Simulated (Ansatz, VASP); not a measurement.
Two plane-wave programs on Lu2NF3

Contents of INCAR:

```
PREC = Accurate
ENCUT = 600
EDIFF = 1E-6
ISMEAR = 0
SIGMA = 0.15
LREAL = False
LASPH = True
NELM = 100
ALGO = Normal
ISIF = 3
LWAVE = False
LCHARG = False
GGA = PE
IBRION = 2
NSW = 36
EDIFFG = -0.08
```

KPOINTS

```
Automatic mesh
0
Gamma
  3 3 2
```

POSCAR

```
Lu2NF3
1.0
    3.9600000000      0.0000000000      0.0000000000
    0.0000000000      3.9600000000      0.0000000000
    0.0000000000      0.0000000000      5.6000000000
Lu N F
2 1 3
Direct
    0.5000000000      0.0000000000      0.2400000000
    0.0000000000      0.5000000000      0.7600000000
    0.0000000000      0.0000000000      0.0000000000
    0.5000000000      0.5000000000      0.0000000000
    0.5000000000      0.5000000000      0.5000000000
    0.0000000000      0.0000000000      0.5000000000
```

Input for Ansatz:

```yaml
crystal:
  lattice:
    - [3.96, 0.0, 0.0]
    - [0.0, 3.96, 0.0]
    - [0.0, 0.0, 5.6]
  atoms:
    - { symbol: Lu, position: [0.5, 0.0, 0.24] }
    - { symbol: Lu, position: [0.0, 0.5, 0.76] }
    - { symbol: "N", position: [0.0, 0.0, 0.0] }
    - { symbol: F, position: [0.5, 0.5, 0.0] }
    - { symbol: F, position: [0.5, 0.5, 0.5] }
    - { symbol: F, position: [0.0, 0.0, 0.5] }
basis:
  ecutwfc: 420
kpoints:
  mp_grid: { grid: [3, 3, 2] }
hamiltonian:
  xc: pbe
scf:
  occupations: { method: gaussian, width: 0.15 }
  lower_state_search: "off"
output:
  forces: true
  stress: true
  eigenvalues: true
relax:
  adjacent_minimum: "off"
  f_tol: 0.08
  max_steps: 16
  cell: { stress_tol: 0.8 }
```

Alike in both runs: task relaxation of cell and atoms; functional PBE; k mesh 3 × 3 × 2; occupations gaussian, width 0.15 eV; no spin polarisation.

|  | VASP | Ansatz |
| --- | --- | --- |
| version | VASP 6.6.1 | Ansatz 0.2.0 |
| potentials or method | VASP PAW PBE potentials, release 64 (Lu, N, F), cutoff 600 eV | scalar-relativistic, plane waves, PAW |
| valence electrons in the cell | 76 | 76 |

Ansatz gave:

| Quantity | Value |
| --- | --- |
| gap on the k mesh at the Fermi level, each at its own relaxed structure (eV) | 2.55 |
| relaxed volume (Å³/atom) | 13.41 |
| relaxed cell length with the largest relative difference (Å) | 5.493 |

What did VASP give for the same quantities?

gap on the k mesh at the Fermi level, each at its own relaxed structure (eV): 2.51; relaxed volume (Å³/atom): 13.41; relaxed cell length with the largest relative difference (Å): 5.476.

The k mesh is coarse, so the values compare programs but aren't converged. Spin-orbit coupling is off throughout.
